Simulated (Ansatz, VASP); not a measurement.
**Two plane-wave programs on MoS2**

```
Mo S
1.0
     3.22096    0.00000    0.00000
    -1.61048    2.78943    0.00000
     0.00000    0.00000   12.52607
Mo S
2 4
Direct
  0.33333 0.66667 0.25000
  0.66667 0.33333 0.75000
  0.33333 0.66667 0.62300
  0.66667 0.33333 0.12300
  0.33333 0.66667 0.87700
  0.66667 0.33333 0.37700
```

Alike in both runs: task single point; functional PBE; k mesh 8 × 8 × 2; occupations fermi-dirac, width 0.1 eV; no spin polarisation.

```csv
,VASP,Ansatz
version,VASP 6.6.1,Ansatz 0.2.0
potentials or method,"VASP PAW PBE potentials, release 64 (Mo_sv, S), cutoff 520 eV","plane waves, PAW"
valence electrons in the cell,52,52
```

```tsv
	VASP	Ansatz	Ansatz less VASP
pressure (GPa)	-4.8	-4.7	+0.11
traceless stress, the component that is largest in VASP (GPa)	-0.28	-0.25	+0.031
```

Ansatz's warnings: structure snapped to symmetry.
